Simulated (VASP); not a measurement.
Ga: single point with PBEsol

Ga, a slab with vacuum:

```xyz
8
Lattice="2.8080 0.0000 0.0000 0.0000 4.4580 0.0000 0.0000 0.0000 24.8280" Properties=species:S:1:pos:R:3 pbc="T T T"
Ga    1.4040    2.2290    7.5000
Ga    0.0000    0.0000    8.9040
Ga    1.4040    2.2290   10.3080
Ga    0.0000    0.0000   11.7120
Ga    1.4040    2.2290   13.1160
Ga    0.0000    0.0000   14.5200
Ga    1.4040    2.2290   15.9240
Ga    0.0000    0.0000   17.3280
```

```json
{
 "Program": "VASP 6.6.1",
 "Task": "single point",
 "Functional": "PBEsol",
 "Potentials or basis": "VASP PAW PBE potentials, release 64 (Ga_d)",
 "Cutoff": "520 eV",
 "k mesh": "9 × 6 × 1",
 "Occupations": "fermi-dirac, width 0.05 eV",
 "Spin": "no spin polarisation"
}
```

```yaml
Largest_force: 0.227 eV/Å
Band_gap_on_the_k_mesh: zero (band 52 reaches 1.02 eV, above the bottom of band 53 at -0.69 eV)
```

Forces in eV/Å, atoms in the order of the input:
```
Ga   0.000  0.000  0.132
Ga   0.000  0.000 -0.227
Ga   0.000  0.000  0.005
Ga   0.000  0.000  0.089
Ga   0.000  0.000 -0.089
Ga   0.000  0.000 -0.005
Ga   0.000  0.000  0.227
Ga   0.000  0.000 -0.132
```

Levels at points of the mesh, in eV from the Fermi level:
```csv
k point,band 48,band 49,band 50,band 51,band 52,band 53,band 54,band 55,band 56,band 57
"(0.00, 0.00, 0.00)",-3.44,-3.14,-2.57,-1.19,-0.87,-0.71,0.58,0.84,1.40,2.69
"(0.00, 0.50, 0.00)",-5.74,-3.24,-3.24,-0.94,-0.94,1.55,1.55,3.83,3.83,5.36
```

Run time: 11 min on 1 thread of Intel(R) Xeon(R) Platinum 8488C (Sapphire Rapids), with other jobs on the host, peak memory 0.53 GiB.

Caveat: the PAW data sets were made with another functional, which shifts forces and pressure a little.
